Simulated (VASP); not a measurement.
A run of VASP 6.6.1 is set up as follows.

File POSCAR:

```
TePb
1.0
    0.0000000000      3.2024801118      3.2024801118
    3.2024801118      0.0000000000      3.2024801118
    3.2024801118      3.2024801118      0.0000000000
Pb Te
1 1
Direct
    0.0000000000      0.0000000000      0.0000000000
    0.5000000000      0.5000000000      0.5000000000
```

The input INCAR.step1:

```
SYSTEM = TePb
ALGO = Normal
EDIFF = 1E-4
ENCUT = 520
GGA = PE
GGA_COMPAT = .False.
ISMEAR = -1
LASPH = .True.
LCHARG = .False.
LREAL = .False.
LSORBIT = .True.
LWAVE = .True.
MAGMOM = 0 0 0 0 0 0
NBANDS = 32
NELM = 150
PREC = Accurate
SIGMA = 0.02
```

File INCAR.step2:

```
SYSTEM = TePb
ALGO = Normal
EDIFF = 1E-6
ENCUT = 520
GGA_COMPAT = .False.
ISIF = 2
ISMEAR = -1
ISTART = 1
LASPH = .True.
LCHARG = .False.
LMIXTAU = .True.
LORBIT = 11
LORBMOM = .True.
LREAL = .False.
LSORBIT = .True.
LWAVE = .False.
MAGMOM = 0 0 0 0 0 0
METAGGA = R2SCAN
NBANDS = 32
NELM = 150
PREC = Accurate
SIGMA = 0.02
```

File KPOINTS:

```
k-points
0
Gamma
  8 8 8
  0 0 0
```

Potentials or basis: VASP PAW PBE potentials, release 64 (Pb_d, Te).

The run is started by

```console
$ cat potpaw_PBE.64/Pb_d/POTCAR potpaw_PBE.64/Te/POTCAR > POTCAR
$ cp INCAR.step1 INCAR
$ mpirun -np 1 vasp_ncl > vasp.out
$ cp INCAR.step2 INCAR
$ mpirun -np 1 vasp_ncl > vasp.out
```

**Question.** Estimate the net moment.

**Answer.** 0.00 μB per cell.

**Question.** Predict the pressure.

**Answer.** 2.8 GPa.

Moments on the atoms (μB; x, y, z):
```
Pb  0.00 0.00 0.00
Te  0.00 0.00 0.00
```

Caveat: the cell differs from its parent crystal (strain -2.0%); the PAW data sets were made with another functional, which shifts forces and pressure a little.
